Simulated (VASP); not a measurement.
# Yb (Im-3m) in VASP: further runs

The runs below take Yb through single point, with PBEsol.

Everything below comes from runs of VASP 6.6.1. Logs are shortened: lines on timing, memory, paths and dates and some standing lists are left out, and cuts for length are marked.

### 1 The cell of the first run

Symmetry: Im-3m, No. 229, cubic system. The conventional cell has a = 3.937 Å, b = 3.937 Å, c = 3.937 Å, α = 90.00°, β = 90.00°, γ = 90.00°. Within 4.5 Å of Yb (site symmetry m-3m) lie 14 Yb at 3.41 to 3.94 Å.

This isn't the form of Yb at room conditions, which is fcc.

### 2 Single point, PBEsol (30.52 Å³/atom)

File INCAR:

```
PREC = Accurate
ENCUT = 520
EDIFF = 1E-7
ISMEAR = -1
SIGMA = 0.1
LREAL = F
LASPH = T
NELM = 100
ALGO = Normal
ISIF = 2
LWAVE = F
LCHARG = F
GGA = PS
NBANDS = 18
```

File KPOINTS:

```
Automatic mesh
0
Gamma
  13 13 13
```

File POSCAR:

```
Yb
1.0
   -1.9687123726      1.9687123726      1.9687123726
    1.9687123726     -1.9687123726      1.9687123726
    1.9687123726      1.9687123726     -1.9687123726
Yb
1
Direct
    0.0000000000      0.0000000000      0.0000000000
```

Potentials or basis: VASP PAW PBE potentials, release 64 (Yb).

Launch:

```sh
cat potpaw_PBE.64/Yb/POTCAR > POTCAR
mpirun -np 1 vasp_std > vasp.out
```

OUTCAR:

```text
PREC = Accurate
   ENCUT = 520
   EDIFF = 1E-7
   ISMEAR = -1
   LREAL = F
   LASPH = T
   NELM = 100
   ISIF = 2
   GGA = PS

 ion  position               nearest neighbor table
   1  0.000  0.000  0.000-

  LATTYP: Found a body centered cubic cell.
 ALAT       =     3.9374247452

  Lattice vectors:

 A1 = (  -1.9687123726,   1.9687123726,   1.9687123726)
 A2 = (   1.9687123726,  -1.9687123726,   1.9687123726)
 A3 = (   1.9687123726,   1.9687123726,  -1.9687123726)

Analysis of symmetry for initial positions (statically):
=====================================================================
 Subroutine PRICEL returns:
 Original cell was already a primitive cell.

 Routine SETGRP: Setting up the symmetry group for a
 body centered cubic supercell.

 Subroutine GETGRP returns: Found 48 space group operations
 (whereof 48 operations were pure point group operations)
 out of a pool of 48 trial point group operations.

The static configuration has the point symmetry O_h .

Analysis of symmetry for dynamics (positions and initial velocities):
=====================================================================
 Subroutine PRICEL returns:
 Original cell was already a primitive cell.

 Routine SETGRP: Setting up the symmetry group for a
 body centered cubic supercell.

 Subroutine GETGRP returns: Found 48 space group operations
 (whereof 48 operations were pure point group operations)
 out of a pool of 48 trial point group operations.

The dynamic configuration has the point symmetry O_h .

 Subroutine INISYM returns: Found 48 space group operations
 (whereof 48 operations are pure point group operations),
 and found     1 'primitive' translations

----------------------------------------------------------------------------------------

                                     Primitive cell

  volume of cell :      30.5216

  direct lattice vectors                    reciprocal lattice vectors
    -1.968712373  1.968712373  1.968712373     0.000000000  0.253973108  0.253973108
     1.968712373 -1.968712373  1.968712373     0.253973108  0.000000000  0.253973108
     1.968712373  1.968712373 -1.968712373     0.253973108  0.253973108  0.000000000

  length of vectors
     3.409909855  3.409909855  3.409909855     0.359172214  0.359172214  0.359172214

  position of ions in fractional coordinates (direct lattice)
     0.000000000  0.000000000  0.000000000

  ion indices of the primitive-cell ions
   primitive index   ion index
                 1           1

----------------------------------------------------------------------------------------

 KPOINTS: Automatic mesh

Automatic generation of k-mesh.
 Grid dimensions read from file:
 generate k-points for:   13   13   13

 Generating k-lattice:

  Cartesian coordinates                     Fractional coordinates (reciprocal lattice)
     0.000000000  0.019536393  0.019536393     0.076923077  0.000000000  0.000000000
     0.019536393  0.000000000  0.019536393     0.000000000  0.076923077  0.000000000
     0.019536393  0.019536393  0.000000000     0.000000000  0.000000000  0.076923077

  Length of vectors
     0.027628632  0.027628632  0.027628632

  Shift w.r.t. Gamma in fractional coordinates (k-lattice)
     0.000000000  0.000000000  0.000000000

 Subroutine IBZKPT returns following result:
 ===========================================

 Found     84 irreducible k-points:

 Following reciprocal coordinates:
            Coordinates               Weight
  0.000000  0.000000  0.000000      1.000000
  0.076923  0.000000  0.000000     12.000000
  0.153846  0.000000  0.000000     12.000000
  0.230769  0.000000  0.000000     12.000000
  0.307692  0.000000  0.000000     12.000000
  0.384615  0.000000  0.000000     12.000000
[... 16 lines left out ...]
  0.153846  0.076923  0.076923     24.000000
  0.230769  0.076923  0.076923     24.000000
 [... further k-points ...]
   k-points           NKPTS =     84   k-points in BZ     NKDIM =     84   number of bands    NBANDS=     18
   number of dos      NEDOS =    301   number of ions     NIONS =      1
   total plane-waves  NPLWV =  21952
   dimension x,y,z NGX =    28 NGY =   28 NGZ =   28
   dimension x,y,z NGXF=    56 NGYF=   56 NGZF=   56
   ions per type =               1
   NGX,Y,Z   is equivalent  to a cutoff of  13.65, 13.65, 13.65 a.u.
   NGXF,Y,Z  is equivalent  to a cutoff of  27.30, 27.30, 27.30 a.u.
 SYSTEM =  unknown system
   PREC   = accura    normal or accurate (medium, high low for compatibility)
   ISTART =      0    job   : 0-new  1-cont  2-samecut
   ICHARG =      2    charge: 1-file 2-atom 10-const
   ISPIN  =      1    spin polarized calculation?
   LNONCOLLINEAR =      F non collinear calculations
   LSORBIT =      F    spin-orbit coupling
   LASPH  =      T    aspherical Exc in radial PAW
   ENCUT  =  520.0 eV  38.22 Ry    6.18 a.u.   6.34  6.34  6.34*2*pi/ulx,y,z
   NELM   =    100;   NELMIN=  2; NELMDL= -5     # of ELM steps
   EDIFF  = 0.1E-06   stopping-criterion for ELM
   LREAL  =      F    real-space projection
   EDIFFG = 0.1E-05   stopping-criterion for IOM
   NSW    =      0    number of steps for IOM
   IBRION =     -1    ionic relax: 0-MD 1-quasi-New 2-CG
   NFREE  =      0    steps in history (QN), initial steepest desc. (CG)
   ISIF   =      2    stress and relaxation
   ISYM   =      2    0-nonsym 1-usesym 2-fastsym
   POTIM  = 0.5000    time-step for ionic-motion
   TEBEG  =    0.0;   TEEND  =   0.0 temperature during run
   PSTRESS=    0.0 pullay stress
   NELECT =      24.0000    total number of electrons
   NUPDOWN=      -1.0000    fix difference up-down
   EMIN   =  10.00;   EMAX   =-10.00  energy-range for DOS
   EFERMI =   0.00;   METHOD = LEGACY
   ISMEAR =    -1;   SIGMA  =   0.10  broadening in eV -4-tet -1-fermi 0-gaus
   EFERMI_NEDOS =   21; number of points for ismear=-14 and -15
   IALGO  =     38    algorithm
   IMIX   =      4    mixing-type and parameters
     AMIX     =   0.40;   BMIX     =  1.00
     AMIX_MAG =   1.60;   BMIX_MAG =  1.00
  volume/ion in A,a.u.               =      30.52       205.97
  Fermi-wavevector in a.u.,A,eV,Ry     =   1.511041  2.855454 31.065442  2.283246
  Thomas-Fermi vector in A             =   2.621151
   LORBIT       =      0    0 simple, 1 ext, 2 COOP (PROOUT), +10 PAW based schemes
   GGA     = PS    functional components
   LHFCALC =     F    Hartree Fock is set to
   AEXX    =    0.0000 exact exchange contribution
   IVDW    =     0    specifies the selected vdW correction
   LEPSILON=     F    determine dielectric tensor
   LRPA    =     F    only Hartree local field effects (RPA)
 non-spin polarized calculation
  energy-cutoff  :      520.00
  volume of cell :       30.52
 maximum number of plane-waves:       837
 NGX is ok and might be reduce to    28
   NGX = 13   NGY = 13   NGZ = 13

 number of electron      23.9999989 magnetization

 Free energy of the ion-electron system (eV)
  ---------------------------------------------------
  ext. energy  EPLUGINS =         0.00000000
  ---------------------------------------------------
  free energy    TOTEN  =        -3.96892417 eV

  energy without entropy =       -3.89458479  energy(sigma->0) =       -3.93175448

 E-fermi :   1.9767     XC(G=0): -10.3299

 val. band max:        1.9410635937   @ k =  -0.4615  -0.4615   0.2308
 cond. band min:       2.0098710428   @ k =   0.3077   0.3077   0.0769
 fundamental gap:      0.0688074491
 Fermi energy:         1.9767493503

 k-point     1 :       0.0000    0.0000    0.0000
  band No.  band energies     occupation
      1     -49.7186      2.00000
      2     -21.7508      2.00000
      3     -21.7508      2.00000
      4     -21.7508      2.00000
      5      -3.5377      2.00000
      6       1.3500      1.99621
[... 10 lines left out ...]
     17       7.2167      0.00000
     18      13.6627      0.00000

 k-point     2 :       0.0769    0.0000    0.0000
  band No.  band energies     occupation
      1     -49.7165      2.00000
      2     -21.7864      2.00000
      3     -21.7618      2.00000
      4     -21.7510      2.00000
      5      -3.3643      2.00000
      6       1.3502      1.99621
[... 10 lines left out ...]
     17       7.2146      0.00000
     18      13.8518      0.00000

 k-point     3 :       0.1538    0.0000    0.0000
  band No.  band energies     occupation
      1     -49.7104      2.00000
      2     -21.8832      2.00000
      3     -21.7921      2.00000
      4     -21.7515      2.00000
      5      -2.8661      2.00000
      6       1.3517      1.99615
[... 10 lines left out ...]
     17       7.2332      0.00000
     18      14.2223      0.00000

 k-point     4 :       0.2308    0.0000    0.0000
  band No.  band energies     occupation
      1     -49.7018      2.00000
      2     -22.0161      2.00000
      3     -21.8343      2.00000
      4     -21.7522      2.00000
      5      -2.1117      2.00000
      6       1.3567      1.99595
[... 10 lines left out ...]
     17       7.3236      0.00000
     18      14.0117      0.00000

 k-point     5 :       0.3077    0.0000    0.0000
  band No.  band energies     occupation
      1     -49.6926      2.00000
      2     -22.1529      2.00000
      3     -21.8788      2.00000
      4     -21.7529      2.00000
      5      -1.2304      2.00000
      6       1.3628      1.99570
[... 10 lines left out ...]
     17       7.6836      0.00000
     18      12.9958      0.00000

 k-point     6 :       0.3846    0.0000    0.0000
  band No.  band energies     occupation
      1     -49.6850      2.00000
      2     -22.2631      2.00000
      3     -21.9153      2.00000
      4     -21.7536      2.00000
      5      -0.4390      2.00000
      6       1.3599      1.99582
[... 10 lines left out ...]
     17       8.9719      0.00000
     18      11.9406      0.00000

 k-point     7 :       0.4615    0.0000    0.0000
  band No.  band energies     occupation
      1     -49.6808      2.00000
      2     -22.3242      2.00000
      3     -21.9358      2.00000
      4     -21.7540      2.00000
      5       0.0065      2.00000
      6       1.3569      1.99594
[... 10 lines left out ...]
     17      10.1219      0.00000
     18      11.2634      0.00000

 k-point     8 :       0.0769    0.0769    0.0000
  band No.  band energies     occupation
      1     -49.7123      2.00000
      2     -21.8531      2.00000
      3     -21.7737      2.00000
      4     -21.7596      2.00000
      5      -3.0280      2.00000
      6       1.3494      1.99624
[... 10 lines left out ...]
     17       7.2914      0.00000
     18      14.1093      0.00000
[... 229 lines left out ...]
     17       9.7610      0.00000
     18      10.8037      0.00000

 k-point    20 :       0.3846    0.2308    0.0000
  band No.  band energies     occupation
      1     -49.6766      2.00000
      2     -22.2391      2.00000
      3     -22.0488      2.00000
      4     -21.8161      2.00000
      5       1.0220      1.99986
      6       1.3716      1.99530
[... 10 lines left out ...]
     17       9.3558      0.00000
     18      11.1893      0.00000

 k-point    21 :       0.3077    0.3077    0.0000
  band No.  band energies     occupation
      1     -49.6758      2.00000
      2     -22.1938      2.00000
      3     -22.1041      2.00000
      4     -21.8229      2.00000
      5       1.2178      1.99899
      6       1.3775      1.99502
[... 10 lines left out ...]
     17       8.8704      0.00000
     18      11.5840      0.00000

 k-point    22 :       0.0769    0.0769    0.0769
  band No.  band energies     occupation
      1     -49.7068      2.00000
      2     -21.9492      2.00000
      3     -21.7758      2.00000
      4     -21.7758      2.00000
      5      -2.5497      2.00000
      6       1.3605      1.99580
[... 10 lines left out ...]
     17       7.0344      0.00000
     18      14.3148      0.00000

 k-point    23 :       0.1538    0.0769    0.0769
  band No.  band energies     occupation
      1     -49.6991      2.00000
      2     -22.0605      2.00000
      3     -21.8204      2.00000
      4     -21.7788      2.00000
      5      -1.8145      2.00000
      6       1.3645      1.99562
[... 10 lines left out ...]
     17       7.3499      0.00000
     18      14.4418      0.00000

 k-point    24 :       0.2308    0.0769    0.0769
  band No.  band energies     occupation
      1     -49.6909      2.00000
      2     -22.1663      2.00000
      3     -21.8769      2.00000
      4     -21.7820      2.00000
      5      -0.9340      2.00000
      6       1.3715      1.99531
[... 10 lines left out ...]
     17       8.1736      0.00000
     18      13.0715      0.00000

 [... further k-points ...]
[... 5 lines left out ...]
  --------------------------------------------------------------------------------------
  -------------------------------------------------------------------------------------
  Total        0.2071258      0.2071258      0.2071258     -0.0000000      0.0000000      0.0000000
  in kB       10.8727162     10.8727162     10.8727162     -0.0000000      0.0000000      0.0000000
  external PRESSURE =      10.8727162 kB  Pullay stress =       0.0000000 kB

 VOLUME and BASIS-vectors are now :
 -----------------------------------------------------------------------------
  energy-cutoff  :      520.00
  volume of cell :       30.52
      direct lattice vectors                 reciprocal lattice vectors
    -1.968712373  1.968712373  1.968712373     0.000000000  0.253973108  0.253973108
     1.968712373 -1.968712373  1.968712373     0.253973108  0.000000000  0.253973108
     1.968712373  1.968712373 -1.968712373     0.253973108  0.253973108  0.000000000

 POSITION                                       TOTAL-FORCE (eV/Angst)
 -----------------------------------------------------------------------------------
      0.00000      0.00000      0.00000         0.000000      0.000000      0.000000
 -----------------------------------------------------------------------------------
    total drift:                               -0.000000     -0.000000     -0.000000

  FREE ENERGIE OF THE ION-ELECTRON SYSTEM (eV)
  ---------------------------------------------------
  free  energy   TOTEN  =        -3.9689241746 eV

  energy  without entropy=       -3.8945847938  energy(sigma->0) =       -3.93175448
```

It took 90 s on 1 thread of Intel Xeon Platinum 8259CL at 2.50GHz (Skylake/Cascade Lake), shared host; peak memory 0.2 GiB.

Results:

| Property | Result |
| --- | --- |
| Free energy | -3.9689 eV |
| Pressure | 1.1 GPa |
| Band gap on the k mesh | zero (bands 12 and 13 overlap by 0.71 eV) |

Caveat: the PAW data sets were made with another functional, which shifts forces and pressure a little; spin-orbit coupling is left out, which moves the levels of the heavy elements.

### 3 Single point, PBEsol (31.79 Å³/atom)

This run uses another cell than the first one, of 31.79 Å³/atom.

File INCAR:

```
SYSTEM = Yb
ALGO = Normal
EDIFF = 1E-6
ENCUT = 520
GGA = PS
ISIF = 2
ISMEAR = -1
LASPH = .True.
LCHARG = .False.
LREAL = .False.
LWAVE = .False.
NBANDS = 18
NELM = 100
PREC = Accurate
SIGMA = 0.1
```

File KPOINTS:

```
k-points
0
Gamma
  13 13 13
  0 0 0
```

File POSCAR:

```
Yb
1.0
   -1.9956843869      1.9956843869      1.9956843869
    1.9956843869     -1.9956843869      1.9956843869
    1.9956843869      1.9956843869     -1.9956843869
Yb
1
Direct
    0.0000000000      0.0000000000      0.0000000000
```

Potentials or basis: VASP PAW PBE potentials, release 64 (Yb).

Launch:

```sh
cat potpaw_PBE.64/Yb/POTCAR > POTCAR
mpirun -np 1 vasp_std > vasp.out
```

It took 72 s on 1 thread of Intel Xeon Platinum 8259CL at 2.50GHz (Skylake/Cascade Lake), shared host; peak memory 0.2 GiB.

Results (log left out):

```yaml
Free_energy: -3.9718 eV
Pressure: -0.4 GPa
Band_gap_on_the_k_mesh: zero (bands 12 and 13 overlap by 0.66 eV)
```

Levels at points of the mesh, in eV from the Fermi level:
```tsv
k point	band 10	band 11	band 12	band 13	band 14	band 15
(0.00, 0.00, 0.00)	-0.45	-0.45	-0.41	2.97	2.97	2.97
```

Caveat: the PAW data sets were made with another functional, which shifts forces and pressure a little; spin-orbit coupling is left out, which moves the levels of the heavy elements. Spin polarisation is off, so any magnetic state and its effect on volume and gap are missing.

### 4 Single point, PBEsol (33.07 Å³/atom)

This run uses another cell than the first one, of 33.07 Å³/atom.

File INCAR:

```
  PREC = Accurate
  ENCUT = 520
  EDIFF = 1E-7
  ISMEAR = -1
  SIGMA = 0.1
  LREAL = F
  LASPH = T
  NELM = 80
  ALGO = Normal
  ISIF = 2
  LWAVE = F
  LCHARG = T
  GGA = PS
  LELF = T
  LVHAR = T
  NBANDS = 18
```

File KPOINTS:

```
Automatic mesh
0
Gamma
  13 13 13
```

File POSCAR:

```
Yb
1.0
   -2.0219464036      2.0219464036      2.0219464036
    2.0219464036     -2.0219464036      2.0219464036
    2.0219464036      2.0219464036     -2.0219464036
Yb
1
Direct
    0.0000000000      0.0000000000      0.0000000000
```

Launch:

```sh
cat potpaw_PBE.64/Yb/POTCAR > POTCAR
mpirun -np 1 vasp_std > vasp.out
```

It took 86 s on 1 thread of Intel Xeon Platinum 8259CL at 2.50GHz (Skylake/Cascade Lake), shared host; peak memory 0.21 GiB.

It converged, with:

```
Free energy            : -3.9672 eV
Pressure               : -0.8 GPa
Band gap on the k mesh : zero (bands 12 and 13 overlap by 0.62 eV)
```

Levels at points of the mesh, in eV from the Fermi level:
```
           k point  band 8  band 9  band 10  band 11  band 12  band 13  band 14  band 15  band 16  band 17
(0.00, 0.00, 0.00)   -0.60   -0.45    -0.45    -0.45    -0.42     2.92     2.92     2.92     4.99     4.99
```

Caveat: the PAW data sets were made with another functional, which shifts forces and pressure a little; spin-orbit coupling is left out, which moves the levels of the heavy elements. Spin polarisation is off, so any magnetic state and its effect on volume and gap are missing.

### 5 Single point, PBEsol (34.34 Å³/atom)

This run uses another cell than the first one, of 34.34 Å³/atom.

File INCAR:

```
ALGO = Normal
EDIFF = 1E-7
ENCUT = 520
GGA = PS
ISIF = 2
ISMEAR = -1
LASPH = True
LCHARG = True
LELF = True
LREAL = False
LVHAR = True
LWAVE = False
NBANDS = 18
NELM = 100
PREC = Accurate
SIGMA = 0.1
```

File KPOINTS:

```
k-points
0
Gamma
  13 13 13
```

File POSCAR:

```
Yb
1.0
   -2.0475433792      2.0475433792      2.0475433792
    2.0475433792     -2.0475433792      2.0475433792
    2.0475433792      2.0475433792     -2.0475433792
Yb
1
Direct
    0.0000000000      0.0000000000      0.0000000000
```

Launch:

```sh
cat potpaw_PBE.64/Yb/POTCAR > POTCAR
mpirun -np 1 vasp_std > vasp.out
```

It took 89 s on 1 thread of Intel Xeon Platinum 8259CL at 2.50GHz (Skylake/Cascade Lake), shared host; peak memory 0.2 GiB.

Results (log left out):

```
Free energy            : -3.9563 eV
Pressure               : -2.4 GPa
Band gap on the k mesh : zero (bands 12 and 13 overlap by 0.58 eV)
```

Levels at points of the mesh, in eV from the Fermi level:
```
           k point  band 10  band 11  band 12  band 13  band 14  band 15
(0.00, 0.00, 0.00)    -0.45    -0.45    -0.42     2.88     2.88     2.88
```

Caveat: the PAW data sets were made with another functional, which shifts forces and pressure a little; spin-orbit coupling is left out, which moves the levels of the heavy elements. Spin polarisation is off, so any magnetic state and its effect on volume and gap are missing.

### 6 Overview

| cell | gap on the mesh (eV) | pressure (GPa) |
| --- | --- | --- |
| a = 3.410 Å, angles 109.5°, 1 atom | none | 1.1 |
| a = 3.457 Å, angles 109.5°, 1 atom | none | -0.4 |
| a = 3.502 Å, angles 109.5°, 1 atom | none | -0.8 |
| a = 3.546 Å, angles 109.5°, 1 atom | none | -2.4 |

Alike in all rows: task single point; level PBEsol; potentials or basis VASP PAW PBE potentials, release 64 (Yb); no spin polarisation; k mesh 13 × 13 × 13; cutoff (eV) 520; smearing fermi-dirac 0.1 eV.

Caveats: the PAW data sets were made with another functional, which shifts forces and pressure a little; spin-orbit coupling is left out, which moves the levels of the heavy elements.

Total energies depend on the potentials used, so only differences within one code and one set of settings carry meaning.
